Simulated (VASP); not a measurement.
# PbS (R3m) in VASP: further runs

The runs below take PbS through single point, with PBE+U, PBE.

All numbers are computed with VASP 6.6.1; they aren't measurements. Logs are shortened: lines on timing, memory, paths and dates and some standing lists are left out, and cuts for length are marked.

## (1) The cell of the first run

It takes space group R3m (No. 160, trigonal). The conventional cell has a = 4.225 Å, b = 4.225 Å, c = 10.356 Å, α = 90.00°, β = 90.00°, γ = 120.00°. Within 3.9 Å of Pb (site symmetry 3m) lie 6 S at 2.96 to 3.02 Å. Within 3.9 Å of S (site symmetry 3m) lie 6 Pb at 2.96 to 3.02 Å.

## (2) Single point, PBE+U

The input, INCAR:

```
SYSTEM = PbS
ALGO = Normal
EDIFF = 1E-6
ENCUT = 500
GGA = PE
GGA_COMPAT = .FALSE.
ISIF = 2
ISMEAR = 0
LASPH = .TRUE.
LCHARG = .TRUE.
LDAU = .TRUE.
LDAUJ = 0 0
LDAUL = -1 1
LDAUPRINT = 1
LDAUTYPE = 2
LDAUU = 0 1
LELF = .TRUE.
LREAL = .FALSE.
LVHAR = .TRUE.
LWAVE = .FALSE.
NBANDS = 17
NELM = 200
PREC = Accurate
SIGMA = 0.1
```

The input, KPOINTS:

```
k-points
0
G
  5 5 5
  0 0 0
```

The input, POSCAR:

```
PbS
1.0
    2.1126617058      1.2197458045      3.4519162518
   -2.1126617058      1.2197458045      3.4519162518
    0.0000000000     -2.4394916091      3.4519162518
Pb S
1 1
Direct
    0.9805657800      0.9805657800      0.9805657800
    0.4750355500      0.4750355500      0.4750355500
```

Potentials or basis: VASP PAW PBE potentials, release 64 (Pb_d, S).

Launch:

```
$ cat potpaw_PBE.64/Pb_d/POTCAR potpaw_PBE.64/S/POTCAR > POTCAR
$ mpirun -np 1 vasp_std > vasp.out
```

OUTCAR:

```text
SYSTEM = PbS
   EDIFF = 1E-6
   ENCUT = 500
   GGA = PE
   ISIF = 2
   ISMEAR = 0
   LASPH = .TRUE.
   LREAL = .FALSE.
   NELM = 200
   PREC = Accurate

 ion  position               nearest neighbor table
   1  0.981  0.981  0.981-   2 2.96   2 2.96   2 2.96   2 3.02   2 3.02   2 3.02
   2  0.475  0.475  0.475-   1 2.96   1 2.96   1 2.96   1 3.02   1 3.02   1 3.02

  LATTYP: Found a trigonal (rhomboedric) cell.
 ALAT       =     4.2269191050
 COS(alpha) =     0.5003774362

  Lattice vectors:

 A1 = (   2.1126617058,   1.2197458045,   3.4519162518)
 A2 = (  -2.1126617058,   1.2197458045,   3.4519162518)
 A3 = (   0.0000000000,  -2.4394916091,   3.4519162518)

Analysis of symmetry for initial positions (statically):
=====================================================================
 Subroutine PRICEL returns:
 Original cell was already a primitive cell.

 Routine SETGRP: Setting up the symmetry group for a
 trigonal (rhombohedral) supercell.

 Subroutine GETGRP returns: Found  6 space group operations
 (whereof  6 operations were pure point group operations)
 out of a pool of 12 trial point group operations.

The static configuration has the point symmetry C_3v.

Analysis of symmetry for dynamics (positions and initial velocities):
=====================================================================
 Subroutine PRICEL returns:
 Original cell was already a primitive cell.

 Routine SETGRP: Setting up the symmetry group for a
 trigonal (rhombohedral) supercell.

 Subroutine GETGRP returns: Found  6 space group operations
 (whereof  6 operations were pure point group operations)
 out of a pool of 12 trial point group operations.

The dynamic configuration has the point symmetry C_3v.

 Subroutine INISYM returns: Found  6 space group operations
 (whereof  6 operations are pure point group operations),
 and found     1 'primitive' translations

----------------------------------------------------------------------------------------

                                     Primitive cell

  volume of cell :      53.3717

  direct lattice vectors                    reciprocal lattice vectors
     2.112661706  1.219745805  3.451916252     0.236668274  0.136640492  0.096564722
    -2.112661706  1.219745805  3.451916252    -0.236668274  0.136640492  0.096564722
     0.000000000 -2.439491609  3.451916252     0.000000000 -0.273280984  0.096564722

  length of vectors
     4.226919105  4.226919105  4.226919105     0.289840028  0.289840028  0.289840028

  position of ions in fractional coordinates (direct lattice)
     0.980565780  0.980565780  0.980565780
     0.475035550  0.475035550  0.475035550

  ion indices of the primitive-cell ions
   primitive index   ion index
                 1           1
                 2           2

----------------------------------------------------------------------------------------

 KPOINTS: k-points

Automatic generation of k-mesh.
 Grid dimensions read from file:
 generate k-points for:    5    5    5

 Generating k-lattice:

  Cartesian coordinates                     Fractional coordinates (reciprocal lattice)
     0.047333655  0.027328098  0.019312944     0.200000000  0.000000000  0.000000000
    -0.047333655  0.027328098  0.019312944     0.000000000  0.200000000  0.000000000
     0.000000000 -0.054656197  0.019312944     0.000000000  0.000000000  0.200000000

  Length of vectors
     0.057968006  0.057968006  0.057968006

  Shift w.r.t. Gamma in fractional coordinates (k-lattice)
     0.000000000  0.000000000  0.000000000

 Subroutine IBZKPT returns following result:
 ===========================================

 Found     19 irreducible k-points:

 Following reciprocal coordinates:
            Coordinates               Weight
  0.000000  0.000000  0.000000      1.000000
  0.200000  0.000000  0.000000      6.000000
  0.400000  0.000000  0.000000      6.000000
  0.200000  0.200000  0.000000      6.000000
  0.400000  0.200000 -0.000000     12.000000
 -0.400000  0.200000  0.000000     12.000000
[... 11 lines left out ...]
  0.400000  0.400000  0.400000      2.000000
 -0.400000  0.400000  0.400000      6.000000
   k-points           NKPTS =     19   k-points in BZ     NKDIM =     19   number of bands    NBANDS=     17
   number of dos      NEDOS =    301   number of ions     NIONS =      2
   total plane-waves  NPLWV =  32768
   dimension x,y,z NGX =    32 NGY =   32 NGZ =   32
   dimension x,y,z NGXF=    64 NGYF=   64 NGZF=   64
   ions per type =               1   1
   NGX,Y,Z   is equivalent  to a cutoff of  12.59, 12.59, 12.59 a.u.
   NGXF,Y,Z  is equivalent  to a cutoff of  25.17, 25.17, 25.17 a.u.
 SYSTEM =  PbS
   PREC   = accura    normal or accurate (medium, high low for compatibility)
   ISTART =      0    job   : 0-new  1-cont  2-samecut
   ICHARG =      2    charge: 1-file 2-atom 10-const
   ISPIN  =      1    spin polarized calculation?
   LNONCOLLINEAR =      F non collinear calculations
   LSORBIT =      F    spin-orbit coupling
   LASPH  =      T    aspherical Exc in radial PAW
   ENCUT  =  500.0 eV  36.75 Ry    6.06 a.u.   7.71  7.71  7.71*2*pi/ulx,y,z
   NELM   =    200;   NELMIN=  2; NELMDL= -5     # of ELM steps
   EDIFF  = 0.1E-05   stopping-criterion for ELM
   LREAL  =      F    real-space projection
   EDIFFG = 0.1E-04   stopping-criterion for IOM
   NSW    =      0    number of steps for IOM
   IBRION =     -1    ionic relax: 0-MD 1-quasi-New 2-CG
   NFREE  =      0    steps in history (QN), initial steepest desc. (CG)
   ISIF   =      2    stress and relaxation
   ISYM   =      2    0-nonsym 1-usesym 2-fastsym
   POTIM  = 0.5000    time-step for ionic-motion
   TEBEG  =    0.0;   TEEND  =   0.0 temperature during run
   PSTRESS=    0.0 pullay stress
   NELECT =      20.0000    total number of electrons
   NUPDOWN=      -1.0000    fix difference up-down
   EMIN   =  10.00;   EMAX   =-10.00  energy-range for DOS
   EFERMI =   0.00;   METHOD = LEGACY
   ISMEAR =     0;   SIGMA  =   0.10  broadening in eV -4-tet -1-fermi 0-gaus
   EFERMI_NEDOS =   21; number of points for ismear=-14 and -15
   IALGO  =     38    algorithm
   IMIX   =      4    mixing-type and parameters
     AMIX     =   0.40;   BMIX     =  1.00
     AMIX_MAG =   1.60;   BMIX_MAG =  1.00
  volume/ion in A,a.u.               =      26.69       180.08
  Fermi-wavevector in a.u.,A,eV,Ry     =   1.180270  2.230386 18.953411  1.393036
  Thomas-Fermi vector in A             =   2.316565
   LORBIT       =      0    0 simple, 1 ext, 2 COOP (PROOUT), +10 PAW based schemes
 LDA+U is selected, type is set to LDAUTYPE =  2
   angular momentum for each species LDAUL =    -1    1
   U (eV)           for each species LDAUU =   0.0  1.0
   J (eV)           for each species LDAUJ =   0.0  0.0
   GGA     = PE    functional components
   LHFCALC =     F    Hartree Fock is set to
   AEXX    =    0.0000 exact exchange contribution
   IVDW    =     0    specifies the selected vdW correction
   LEPSILON=     F    determine dielectric tensor
   LRPA    =     F    only Hartree local field effects (RPA)
 non-spin polarized calculation
 Gauss-broadening in eV      SIGMA  =   0.10
  energy-cutoff  :      500.00
  volume of cell :       53.37
 maximum number of plane-waves:      1369
   NGX = 15   NGY = 15   NGZ = 15

 number of electron      20.0000002 magnetization

 Free energy of the ion-electron system (eV)
  ---------------------------------------------------
  ext. energy  EPLUGINS =         0.00000000
  ---------------------------------------------------
  free energy    TOTEN  =        -8.06101025 eV

  energy without entropy =       -8.06101025  energy(sigma->0) =       -8.06101025

 E-fermi :   5.6391     XC(G=0):  -9.5835

 val. band max:        5.1415454014   @ k =   0.4000   0.0000   0.0000
 cond. band min:       6.4579469695   @ k =   0.4000   0.0000   0.0000
 fundamental gap:      1.3164015681
 Fermi energy:         5.6391376400

 k-point     1 :       0.0000    0.0000    0.0000
  band No.  band energies     occupation
      1     -11.2533      2.00000
      2     -11.2529      2.00000
      3     -11.2529      2.00000
      4     -11.2371      2.00000
      5     -11.2371      2.00000
      6      -7.9053      2.00000
[... 9 lines left out ...]
     16      12.3328      0.00000
     17      14.2452      0.00000

 k-point     2 :       0.2000    0.0000    0.0000
  band No.  band energies     occupation
      1     -11.2524      2.00000
      2     -11.2518      2.00000
      3     -11.2510      2.00000
      4     -11.2335      2.00000
      5     -11.2333      2.00000
      6      -7.5881      2.00000
[... 9 lines left out ...]
     16      13.1180      0.00000
     17      16.5365      0.00000

 k-point     3 :       0.4000    0.0000    0.0000
  band No.  band energies     occupation
      1     -11.2659      2.00000
      2     -11.2653      2.00000
      3     -11.2496      2.00000
      4     -11.2119      2.00000
      5     -11.2115      2.00000
      6      -6.8928      2.00000
[... 9 lines left out ...]
     16      14.9826      0.00000
     17      16.9061      0.00000

 k-point     4 :       0.2000    0.2000    0.0000
  band No.  band energies     occupation
      1     -11.2692      2.00000
      2     -11.2610      2.00000
      3     -11.2343      2.00000
      4     -11.2342      2.00000
      5     -11.2289      2.00000
      6      -7.4732      2.00000
[... 9 lines left out ...]
     16      14.6078      0.00000
     17      15.1183      0.00000

 k-point     5 :       0.4000    0.2000   -0.0000
  band No.  band energies     occupation
      1     -11.2980      2.00000
      2     -11.2568      2.00000
      3     -11.2412      2.00000
      4     -11.2215      2.00000
      5     -11.2084      2.00000
      6      -6.8772      2.00000
[... 9 lines left out ...]
     16      15.9291      0.00000
     17      16.9579      0.00000

 k-point     6 :      -0.4000    0.2000    0.0000
  band No.  band energies     occupation
      1     -11.2937      2.00000
      2     -11.2528      2.00000
      3     -11.2405      2.00000
      4     -11.2224      2.00000
      5     -11.2107      2.00000
      6      -6.5675      2.00000
[... 9 lines left out ...]
     16      14.9985      0.00000
     17      17.2266      0.00000

 k-point     7 :      -0.2000    0.2000    0.0000
  band No.  band energies     occupation
      1     -11.2653      2.00000
      2     -11.2528      2.00000
      3     -11.2466      2.00000
      4     -11.2325      2.00000
      5     -11.2207      2.00000
      6      -7.1190      2.00000
[... 9 lines left out ...]
     16      15.3687      0.00000
     17      15.7673      0.00000

 k-point     8 :       0.4000    0.4000    0.0000
  band No.  band energies     occupation
      1     -11.3574      2.00000
      2     -11.2739      2.00000
      3     -11.2157      2.00000
      4     -11.2027      2.00000
      5     -11.2025      2.00000
      6      -6.5358      2.00000
[... 9 lines left out ...]
     16      17.1808      0.00000
     17      17.6185      0.00000
[... 103 lines left out ...]
      1     -11.2979      2.00000
      2     -11.2568      2.00000
      3     -11.2412      2.00000
      4     -11.2217      2.00000
      5     -11.2083      2.00000
      6      -6.8797      2.00000
[... 9 lines left out ...]
     16      15.9309      0.00000
     17      16.9613      0.00000

 k-point    15 :      -0.4000    0.4000    0.2000
  band No.  band energies     occupation
      1     -11.3255      2.00000
      2     -11.2487      2.00000
      3     -11.2397      2.00000
      4     -11.2212      2.00000
      5     -11.2030      2.00000
      6      -6.4308      2.00000
[... 9 lines left out ...]
     16      17.0197      0.00000
     17      17.1802      0.00000

 k-point    16 :      -0.2000    0.4000    0.2000
  band No.  band energies     occupation
      1     -11.3257      2.00000
      2     -11.2487      2.00000
      3     -11.2398      2.00000
      4     -11.2210      2.00000
      5     -11.2030      2.00000
      6      -6.4287      2.00000
[... 9 lines left out ...]
     16      17.0195      0.00000
     17      17.1806      0.00000

 k-point    17 :      -0.4000   -0.4000    0.2000
  band No.  band energies     occupation
      1     -11.3517      2.00000
      2     -11.2624      2.00000
      3     -11.2249      2.00000
      4     -11.2077      2.00000
      5     -11.2018      2.00000
      6      -6.3307      2.00000
[... 9 lines left out ...]
     16      16.7949      0.00000
     17      17.9065      0.00000

 k-point    18 :       0.4000    0.4000    0.4000
  band No.  band energies     occupation
      1     -11.2653      2.00000
      2     -11.2653      2.00000
      3     -11.2501      2.00000
      4     -11.2117      2.00000
      5     -11.2117      2.00000
      6      -6.8981      2.00000
[... 9 lines left out ...]
     16      14.9854      0.00000
     17      16.9135      0.00000

 k-point    19 :      -0.4000    0.4000    0.4000
  band No.  band energies     occupation
      1     -11.2935      2.00000
      2     -11.2525      2.00000
      3     -11.2408      2.00000
      4     -11.2225      2.00000
      5     -11.2106      2.00000
      6      -6.5725      2.00000
[... 9 lines left out ...]
     16      14.9958      0.00000
     17      17.2276      0.00000

------------------------ aborting loop because EDIFF is reached ----------------------------------------

  FORCE on cell =-STRESS in cart. coord.  units (eV):
  Direction    XX          YY          ZZ          XY          YZ          ZX
  --------------------------------------------------------------------------------------
  -------------------------------------------------------------------------------------
  Total        0.2487998      0.2487998      0.2526017      0.0000000     -0.0000000      0.0000000
  in kB        7.4687812      7.4687812      7.5829126      0.0000000     -0.0000000      0.0000000
  external PRESSURE =       7.5068250 kB  Pullay stress =       0.0000000 kB

 VOLUME and BASIS-vectors are now :
 -----------------------------------------------------------------------------
  energy-cutoff  :      500.00
  volume of cell :       53.37
      direct lattice vectors                 reciprocal lattice vectors
     2.112661706  1.219745805  3.451916252     0.236668274  0.136640492  0.096564722
    -2.112661706  1.219745805  3.451916252    -0.236668274  0.136640492  0.096564722
     0.000000000 -2.439491609  3.451916252     0.000000000 -0.273280984  0.096564722

 POSITION                                       TOTAL-FORCE (eV/Angst)
 -----------------------------------------------------------------------------------
      0.00000     -0.00000     10.15449         0.000000      0.000000     -0.016329
      0.00000     -0.00000      4.91935         0.000000     -0.000000      0.016329
 -----------------------------------------------------------------------------------
    total drift:                                0.000000     -0.000000      0.000047

  FREE ENERGIE OF THE ION-ELECTRON SYSTEM (eV)
  ---------------------------------------------------
  free  energy   TOTEN  =        -8.0610102542 eV

  energy  without entropy=       -8.0610102542  energy(sigma->0) =       -8.06101025
```

Wall time 16 s (1 thread of Intel Xeon Platinum 8259CL at 2.50GHz (Skylake/Cascade Lake), shared host); peak memory 0.17 GiB.

What came out:

| Property | Result |
| --- | --- |
| Free energy | -8.0610 eV |
| Pressure | 0.8 GPa |
| Largest force | 0.016 eV/Å |

Forces on the atoms (eV/Å):
```
Pb   0.000  0.000 -0.016
S    0.000  0.000  0.016
```

Levels at points of the mesh, in eV from the Fermi level:
```tsv
k point	band 8	band 9	band 10	band 11	band 12	band 13
(0.00, 0.00, 0.00)	-2.16	-2.16	-2.16	5.01	5.03	5.03
```

Caveat: this odd mesh misses L, so gap, dielectric constants and Born charges aren't listed; spin-orbit coupling is left out, which moves the levels of the heavy elements.

## (3) Single point, PBE+U

The input, INCAR:

```
SYSTEM = PbS
PREC = Accurate ; ENCUT = 500
EDIFF = 1E-6 ; ISMEAR = 0
SIGMA = 0.1 ; LREAL = .False.
LASPH = .True. ; NELM = 200
ALGO = Normal ; ISIF = 2
LWAVE = .False. ; LCHARG = .False.
LDAU = .True. ; LDAUTYPE = 2
LDAUL = -1 1 ; LDAUU = 0 3.1
LDAUJ = 0 0 ; LDAUPRINT = 1
GGA = PE ; NBANDS = 17
GGA_COMPAT = .False.
```

The input, KPOINTS:

```
regular mesh
0
Gamma
  6 6 6
  0 0 0
```

POSCAR is that of step 2.

Potentials or basis: VASP PAW PBE potentials, release 64 (Pb_d, S).

Launch:

```
$ cat potpaw_PBE.64/Pb_d/POTCAR potpaw_PBE.64/S/POTCAR > POTCAR
$ mpirun -np 1 vasp_std > vasp.out
```

Run time: 18 s. Hardware: 1 thread of Intel Xeon Platinum 8259CL at 2.50GHz (Skylake/Cascade Lake), shared host; peak memory 0.18 GiB.

Results (log left out):

| Property | Result |
| --- | --- |
| Free energy | -6.5484 eV |
| Pressure | 1.1 GPa |
| Largest force | 0.012 eV/Å |
| Band gap on the k mesh | 0.38 eV |

Forces on the atoms (eV/Å):
```
Pb   0.000  0.000 -0.012
S    0.000  0.000  0.012
```

Levels at points of the mesh, in eV from the valence-band top:
| k point | band 8 | band 9 | band 10 | band 11 | band 12 | band 13 |
| --- | --- | --- | --- | --- | --- | --- |
| (0.00, 0.00, 0.00) | -2.04 | -2.04 | -2.03 | 5.10 | 5.13 | 5.13 |
| (0.50, 0.00, 0.00) | -1.67 | -1.66 | 0.00 | 0.38 | 1.98 | 1.99 |
| (0.50, 0.50, 0.00) | -5.00 | -3.29 | -3.28 | 3.88 | 5.54 | 5.62 |
| (0.50, 0.50, 0.50) | -1.66 | -1.66 | -0.04 | 0.41 | 1.98 | 1.98 |

Caveat: spin-orbit coupling is left out, which moves the levels of the heavy elements. A k mesh can miss the band edges.

[end of part 1 of 2]
